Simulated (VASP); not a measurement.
BaTiO3: single point with r2SCAN+U

BaTiO3:

```xyz
5
Lattice="3.9841 0.0000 0.0000 0.0000 2.8371 2.8458 0.0000 -2.8371 2.8458" Properties=species:S:1:pos:R:3 pbc="T T T"
Ba    0.0000    0.0000    0.0000
Ti    1.9921    0.0000    2.8908
O     0.0000    0.0000    2.8008
O     1.9921   -1.3936    4.2579
O     1.9921    1.3936    4.2579
```

```json
{
 "Program": "VASP 6.6.1",
 "Task": "single point",
 "Functional": "r2SCAN",
 "Potentials or basis": "VASP PAW PBE potentials, release 64 (Ba_sv, Ti_sv, O)",
 "Cutoff": "520 eV",
 "k mesh": "4 × 4 × 4",
 "Occupations": "gaussian, width 0.1 eV",
 "Spin": "collinear spin",
 "Starting moments": "[0.0, 1.0, 0.0, 0.0, 0.0] μB",
 "Hubbard terms": "Ti d U = 4.0 eV",
 "Dipole correction": "no",
 "Further INCAR settings": "ALGO = Normal; EDIFF = 1e-06; NBANDS = 32"
}
```

```json
{
  "Pressure": "3.9 GPa",
  "Largest force": "0.240 eV/Å",
  "Band gap on the k mesh": "2.69 eV (least direct gap 2.92 eV)",
  "Net moment": "0.00 μB per cell",
  "Valence electrons inside the program's atomic spheres": "Ba 8.00; Ti 9.99; O 5.09, 5.08 (each value once)"
}
```

Forces on the atoms (eV/Å):
```
Ba   0.000  0.000  0.101
Ti   0.000  0.000 -0.240
O    0.000  0.000  0.125
O    0.000 -0.184  0.007
O    0.000  0.184  0.007
```

Stress tensor (GPa, compression positive):
```
4.68 0.00 0.00
0.00 3.92 0.00
0.00 0.00 3.13
```

Levels at points of the mesh, in eV from the valence-band top:
Spin up:
| k point | band 18 | band 19 | band 20 | band 21 | band 22 | band 23 |
| --- | --- | --- | --- | --- | --- | --- |
| (0.00, 0.00, 0.00) | -0.27 | -0.25 | -0.22 | 2.69 | 2.71 | 2.77 |
| (0.50, 0.00, 0.00) | -1.74 | -0.88 | -0.84 | 2.89 | 4.25 | 4.36 |
| (0.00, 0.50, 0.00) | -1.67 | -0.85 | -0.82 | 2.90 | 4.29 | 4.33 |
| (0.50, 0.50, 0.00) | -0.90 | -0.90 | -0.09 | 4.35 | 4.40 | 4.82 |
| (0.00, 0.50, 0.50) | -0.96 | -0.94 | -0.12 | 4.35 | 4.37 | 4.79 |
| (0.50, 0.50, 0.50) | -0.03 | 0.00 | 0.00 | 5.03 | 5.03 | 5.06 |
Spin down:
```tsv
k point	band 17	band 18	band 19	band 20	band 21	band 22	band 23	band 24
(0.00, 0.00, 0.00)	-1.14	-0.27	-0.25	-0.22	2.69	2.71	2.77	4.26
(0.50, 0.00, 0.00)	-1.77	-1.74	-0.88	-0.84	2.89	4.25	4.36	4.40
(0.00, 0.50, 0.00)	-1.73	-1.67	-0.85	-0.82	2.90	4.29	4.33	4.34
(0.50, 0.50, 0.00)	-1.93	-0.90	-0.90	-0.09	4.35	4.40	4.82	5.07
(0.00, 0.50, 0.50)	-1.91	-0.96	-0.94	-0.12	4.35	4.37	4.79	5.17
(0.50, 0.50, 0.50)	-2.29	-0.03	0.00	0.00	5.03	5.03	5.06	7.29
```

Eigenvalues of the final occupation matrices:
| site | spin | trace | eigenvalues |
| --- | --- | --- | --- |
| site 2 d | 1 | 0.76 | 0.10 0.10 0.10 0.23 0.23 |
| site 2 d | 2 | 0.76 | 0.10 0.10 0.10 0.23 0.23 |

It took 3.8 min on 1 thread of AMD EPYC 7R13 Processor (Zen 3), with other jobs on the host, peak memory 0.21 GiB.

Caveat: the cell stands under pressure; the PAW data sets were made with another functional, which shifts forces and pressure a little; spin-orbit coupling is left out, which moves the levels of the heavy elements. A k mesh can miss the band edges.
